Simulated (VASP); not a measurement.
# SnTe: single point with PBE

The system is SnTe.

```xyz
2
Lattice="0.0000 3.2512 3.1565 3.2512 0.0000 3.1565 3.2512 3.2512 0.0000" Properties=species:S:1:pos:R:3 pbc="T T T"
Sn    0.0000    0.0000    0.0000
Te    3.2512    3.2512    3.1565
```

This cell differs from its parent crystal: strain +0.0300 x Voigt [1, 1, 0, 0, 0, 0].

| Item | Value |
| --- | --- |
| Program | VASP 6.6.1 |
| Task | single point |
| Functional | PBE |
| Potentials or basis | VASP PAW PBE potentials, release 64 (Sn_d, Te) |
| Cutoff | 520 eV |
| k mesh | 10 × 10 × 10 |
| Occupations | gaussian, width 0.03 eV |
| Spin | no spin polarisation |

```
Pressure               : -0.5 GPa
Band gap on the k mesh : 0.05 eV
```

Stress tensor (GPa, compression positive):
```
-1.58  0.00  0.00
 0.00 -1.58  0.00
 0.00  0.00  1.73
```

Levels at points of the mesh, in eV from the valence-band top:
```
           k point  band 8  band 9  band 10  band 11  band 12  band 13
(0.00, 0.00, 0.00)   -2.16   -1.85    -1.85     3.00     3.00     3.69
(0.50, 0.00, 0.00)   -1.67   -1.61     0.00     0.05     0.42     0.56
(0.50, 0.50, 0.00)   -5.16   -3.47    -3.47     2.39     4.55     4.55
(0.50, 0.00, 0.50)   -5.09   -3.56    -3.24     2.47     4.31     5.05
```

Wall time 79 s on 1 thread of AMD EPYC 9R45 96-Core Processor (Zen 5), with other jobs on the host, peak memory 0.25 GiB.

Caveat: the cell differs from its parent crystal (strain +0.0300 x Voigt [1, 1, 0, 0, 0, 0]); spin-orbit coupling is left out, which moves the levels of the heavy elements. A k mesh can miss the band edges.
